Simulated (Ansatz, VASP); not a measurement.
One calculation of W, two programs

```
CELL_PARAMETERS angstrom
2.86058 0.00000 0.00000
-1.43029 2.47734 0.00000
0.00000 0.00000 5.10375
ATOMIC_POSITIONS crystal
W 0.33333 0.66667 0.25000
W 0.66667 0.33333 0.75000
```

Alike in both runs: task single point; functional RPBE; k mesh 15 × 15 × 7; occupations fermi-dirac, width 0.1 eV; no spin polarisation.

```csv
,VASP,Ansatz
version,VASP 6.6.1,Ansatz 0.2.0
potentials or method,"VASP PAW PBE potentials, release 64 (W_sv), cutoff 520 eV","plane waves (420 eV) with PAW, scalar-relativistic"
valence electrons in the cell,28,28
```

```tsv
	VASP	Ansatz	Ansatz less VASP
pressure (GPa)	-17.5	-17.8	-0.21
traceless stress, the component that is largest in VASP (GPa)	2.18	2.26	+0.086
```

VASP's potentials were made for PBE, not for RPBE. With one functional, cell and mesh, what is left measures potentials, basis and numerics.

Neither program's run includes spin-orbit coupling.
